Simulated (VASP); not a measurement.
Write the native input for VASP 6.6.1 that does the following.

- Task: single point
- Functional: r2SCAN
- Potentials or basis: VASP PAW PBE potentials, release 64 (Zn, S)
- Cutoff: 520 eV
- k mesh: 6 × 6 × 4
- Occupations: gaussian, width 0.01 eV
- Spin: no spin polarisation
- Dipole correction: no
- Further INCAR settings: ALGO = Normal; EDIFF = 1e-07; NBANDS = 26

The system is ZnS.

```xyz
4
Lattice="3.6226 0.0000 0.0000 -1.8113 3.1373 0.0000 0.0000 0.0000 5.9869" Properties=species:S:1:pos:R:3 pbc="T T T"
Zn    0.0000    2.0915    0.0395
Zn    1.8113    1.0458    3.0330
S     0.0000    2.0915    2.2655
S     1.8113    1.0458    5.2589
```

These files were run (other wordings do the same):

POSCAR

```
ZnS
1.0
    3.6226282602      0.0000000000      0.0000000000
   -1.8113141301      3.1372881018      0.0000000000
    0.0000000000      0.0000000000      5.9869321932
Zn S
2 2
Direct
    0.3333333333      0.6666666667      0.0065995198
    0.6666666667      0.3333333333      0.5065995198
    0.3333333333      0.6666666667      0.3784004802
    0.6666666667      0.3333333333      0.8784004802
```

INCAR.step1

```
PREC = Accurate
ENCUT = 520
ISMEAR = 0
SIGMA = 0.01
LREAL = F
LASPH = T
NELM = 80
NBANDS = 26
GGA = PE
ALGO = Normal
EDIFF = 1E-4
LWAVE = T
LCHARG = F
```

INCAR.step2

```
PREC = Accurate
ENCUT = 520
EDIFF = 1E-7
ISMEAR = 0
SIGMA = 0.01
LREAL = F
LASPH = T
NELM = 80
ALGO = Normal
ISIF = 2
LWAVE = F
LCHARG = T
METAGGA = R2SCAN
LMIXTAU = T
LELF = T
LVHAR = T
NBANDS = 26
ISTART = 1
```

KPOINTS

```
regular mesh
0
Gamma
  6 6 4
```

Potentials or basis: VASP PAW PBE potentials, release 64 (Zn, S).

Launch:

```bash
$ cat potpaw_PBE.64/Zn/POTCAR potpaw_PBE.64/S/POTCAR > POTCAR
$ cp INCAR.step1 INCAR
$ mpirun -np 1 vasp_std > vasp.out
$ cp INCAR.step2 INCAR
$ mpirun -np 1 vasp_std > vasp.out
```

Results of the run:

- Pressure: 15.1 GPa
- Band gap on the k mesh: 3.46 eV

Caveat: the cell stands under pressure; the PAW data sets were made with another functional, which shifts forces and pressure a little.

Wall time 2.7 min on 1 thread of Intel(R) Xeon(R) Platinum 8488C (Sapphire Rapids), with other jobs on the host, peak memory 0.2 GiB.
